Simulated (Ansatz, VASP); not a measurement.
**GaAs: VASP beside Ansatz**

Contents of INCAR:

```
SYSTEM = GaAs
  PREC = Accurate
  ENCUT = 520
  EDIFF = 1E-7
  ISMEAR = 0
  SIGMA = 0.05
  LREAL = .False.
  LASPH = .True.
  NELM = 100
  ALGO = Normal
  ISIF = 2
  LWAVE = .False.
  LCHARG = .False.
  NBANDS = 16
```

The input KPOINTS:

```
regular mesh
0
Gamma
  8 8 8
  0 0 0
```

Contents of POSCAR:

```
GaAs
1.0
    3.9977696100      0.0000000000      0.0000000000
    1.9988848050      3.4621700407      0.0000000000
    1.9988848050      1.1540566802      3.2641652179
As Ga
1 1
Direct
    0.7500000000      0.7500000000      0.7500000000
    0.0000000000      0.0000000000      0.0000000000
```

Contents of input.yaml:

```yaml
crystal:
  lattice:
    - [3.99776961, 0.0, 0.0]
    - [1.998884805, 3.4621700407, 0.0]
    - [1.998884805, 1.1540566802, 3.2641652179]
  atoms:
    - { symbol: As, position: [0.75, 0.75, 0.75] }
    - { symbol: Ga, position: [0.0, 0.0, 0.0] }
hamiltonian:
  xc: lda
  pseudopotentials: { kind: paw }
kpoints:
  mp_grid: { grid: [8, 8, 8] }
scf:
  occupations: { method: gaussian, width: 0.05 }
output:
  forces: true
  stress: true
  eigenvalues: true
  write_density: true
  write_potential: true
  elf: true
  volumetric_format: npy
```

Alike in both runs: task single point; functional LDA; k mesh 8 × 8 × 8; occupations gaussian, width 0.05 eV; no spin polarisation.

```csv
,VASP,Ansatz
version,VASP 6.6.1,Ansatz 0.2.0
potentials or method,"VASP PAW LDA potentials, release 64 (As, Ga_d)",Ansatz PAW
plane-wave cutoff (eV),520,420
valence electrons in the cell,18,28
```

```csv
,VASP,Ansatz,Ansatz less VASP
gap on the k mesh at the Fermi level (eV),0.33,0.28,-0.048
least direct gap on the mesh (eV),0.33,0.28,-0.048
pressure (GPa),-1.6,-1.9,-0.28
```

LDA's correlation is that of Perdew and Zunger in VASP and of Perdew and Wang (1992) in Ansatz. VASP's potentials hold 18 valence electrons a cell and Ansatz's 28, so a difference there can come from the potentials and not from the codes.
